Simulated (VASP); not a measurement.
KBr: single point with LDA

The system is KBr.

```
CELL_PARAMETERS angstrom
0.00000 3.18719 3.18719
3.18719 0.00000 3.18719
3.18719 3.18719 0.00000
ATOMIC_POSITIONS crystal
K 0.00000 0.00000 0.00000
Br 0.50000 0.50000 0.50000
```

```yaml
Program: VASP 6.6.1
Task: single point
Functional: LDA
Potentials_or_basis: VASP PAW LDA potentials, release 64 (K_sv, Br)
Cutoff: 520 eV
k_mesh: 6 × 6 × 6
Occupations: gaussian, width 0.02 eV
Spin: no spin polarisation
Dipole_correction: no
Further_INCAR_settings: ALGO = Normal; EDIFF = 1e-06; NBANDS = 15
```

```
Pressure               : 0.1 GPa
Band gap on the k mesh : 4.33 eV, direct
```

Levels at points of the mesh, in eV from the valence-band top:
| k point | band 4 | band 5 | band 6 | band 7 | band 8 | band 9 | band 10 | band 11 | band 12 | band 13 |
| --- | --- | --- | --- | --- | --- | --- | --- | --- | --- | --- |
| (0.00, 0.00, 0.00) | -10.94 | -10.94 | 0.00 | 0.00 | 0.00 | 4.33 | 7.34 | 7.34 | 7.34 | 8.29 |
| (0.50, 0.00, 0.00) | -10.95 | -10.64 | -1.48 | -0.45 | -0.45 | 6.47 | 8.30 | 9.79 | 9.79 | 10.16 |
| (0.50, 0.50, 0.00) | -11.00 | -11.00 | -0.96 | -0.33 | -0.33 | 5.41 | 7.25 | 9.35 | 9.73 | 9.84 |

Run time: 7 s on 1 thread of Intel(R) Xeon(R) 6975P-C (Granite Rapids), with other jobs on the host, peak memory 0.17 GiB.
